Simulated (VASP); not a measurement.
Wanted: the native input for a VASP 6.6.1 run.

```
Task                   : single point
Functional             : PBE
Potentials or basis    : VASP PAW PBE potentials, release 64 (Bi_d)
Cutoff                 : 520 eV
k mesh                 : 13 × 13 × 13
Occupations            : fermi-dirac, width 0.08 eV
Spin                   : no spin polarisation
Dipole correction      : no
Further INCAR settings : ALGO = Normal; EDIFF = 1e-06; NBANDS = 14
```

The structure of Bi lies in POSCAR:

```
Bi
1.0
   -1.8808570757      1.8808570757      1.8808570757
    1.8808570757     -1.8808570757      1.8808570757
    1.8808570757      1.8808570757     -1.8808570757
Bi
1
Direct
    0.0000000000      0.0000000000      0.0000000000
```

This cell differs from its parent crystal: volume scaled by 0.84.

These files were run (other wordings do the same):

INCAR

```
SYSTEM = Bi
PREC = Accurate
ENCUT = 520
EDIFF = 1E-6
ISMEAR = -1
SIGMA = 0.08
LREAL = .False.
LASPH = .True.
NELM = 80
ALGO = Normal
ISIF = 2
LWAVE = .False.
LCHARG = .False.
GGA = PE
NBANDS = 14
```

KPOINTS

```
Automatic mesh
0
Gamma
  13 13 13
  0 0 0
```

Potentials or basis: VASP PAW PBE potentials, release 64 (Bi_d).

Command:

```console
$ cat potpaw_PBE.64/Bi_d/POTCAR > POTCAR
$ mpirun -np 1 vasp_std > vasp.out
```

Results of the run:

```json
{"Pressure": "13.4 GPa"}
```

Run time: 31 s on 1 thread of Intel Xeon 8259CL (shared host), peak memory 0.15 GiB.
